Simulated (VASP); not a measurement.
Wanted: the native input for a VASP 6.6.1 run.

| Property | Result |
| --- | --- |
| Task | single point |
| Functional | PBE |
| Potentials or basis | VASP PAW PBE potentials, release 64 (As) |
| Cutoff | 520 eV |
| k mesh | 16 × 16 × 16 |
| Occupations | gaussian, width 0.1 eV |
| Spin | no spin polarisation |
| Dipole correction | no |
| Further INCAR settings | ALGO = Normal; EDIFF = 1e-06; NBANDS = 8 |

The structure of As lies in POSCAR:

```
As
1.0
    2.8157223159      0.0000000000      0.0000000000
    0.0000000000      2.8157223159      0.0000000000
    0.0000000000      0.0000000000      2.8157223159
As
1
Direct
    0.5000000000      0.5000000000      0.5000000000
```

This cell differs from its parent crystal: strained.

One way to write it, as run:

INCAR

```
SYSTEM = As
ALGO = Normal
EDIFF = 1E-6
ENCUT = 520
GGA = PE
ISIF = 2
ISMEAR = 0
LASPH = .True.
LCHARG = .True.
LELF = .True.
LREAL = .False.
LVHAR = .True.
LWAVE = .False.
NBANDS = 8
NELM = 100
PREC = Accurate
SIGMA = 0.1
```

KPOINTS

```
k-points
0
Gamma
  16 16 16
  0 0 0
```

Potentials or basis: VASP PAW PBE potentials, release 64 (As).

Run with:

```sh
$ cat potpaw_PBE.64/As/POTCAR > POTCAR
$ mpirun -np 1 vasp_std > vasp.out
```

It gave:

The pressure is -6.0 GPa.

Caveat: the cell differs from its parent crystal (strained).

It took 13 s on 1 thread of Intel(R) Xeon(R) Platinum 8488C (Sapphire Rapids), with other jobs on the host, peak memory 0.15 GiB.
